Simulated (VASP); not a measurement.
Write the native input for VASP 6.6.1 that does the following.

* Task: single point
* Functional: revPBE
* Potentials or basis: VASP PAW PBE potentials, release 64 (N, B)
* Cutoff: 520 eV
* k mesh: 12 × 12 × 6
* Occupations: fermi-dirac, width 0.05 eV
* Spin: no spin polarisation
* Dipole correction: no
* Further INCAR settings: ALGO = Normal; EDIFF = 1e-06; NBANDS = 16

The structure of BN lies in POSCAR:

```
BN
1.0
    2.5648966010      0.0000000000      0.0000000000
   -1.2824483005      2.2212656145      0.0000000000
    0.0000000000      0.0000000000      4.2408168441
N B
2 2
Direct
    0.3333333333      0.6666666667      0.1251539124
    0.6666666667      0.3333333333      0.6251539124
    0.3333333333      0.6666666667      0.4998460876
    0.6666666667      0.3333333333      0.9998460876
```

The input as run:

INCAR

```
  PREC = Accurate
  ENCUT = 520
  EDIFF = 1E-6
  ISMEAR = -1
  SIGMA = 0.05
  LREAL = False
  LASPH = True
  NELM = 100
  ALGO = Normal
  ISIF = 2
  LWAVE = False
  LCHARG = False
  GGA = RE
  NBANDS = 16
```

KPOINTS

```
regular mesh
0
Gamma
  12 12 6
```

Potentials or basis: VASP PAW PBE potentials, release 64 (N, B).

Run with:

```console
$ cat potpaw_PBE.64/N/POTCAR potpaw_PBE.64/B/POTCAR > POTCAR
$ mpirun -np 1 vasp_std > vasp.out
```

Results of the run:

```json
{"Pressure": "0.2 GPa", "Band gap on the k mesh": "5.28 eV, indirect (least direct gap 8.22 eV)"}
```

Caveat: the PAW data sets were made with another functional, which shifts forces and pressure a little.

It took 30 s on 1 thread of Intel Xeon 8259CL, on a shared host, peak memory 0.15 GiB.
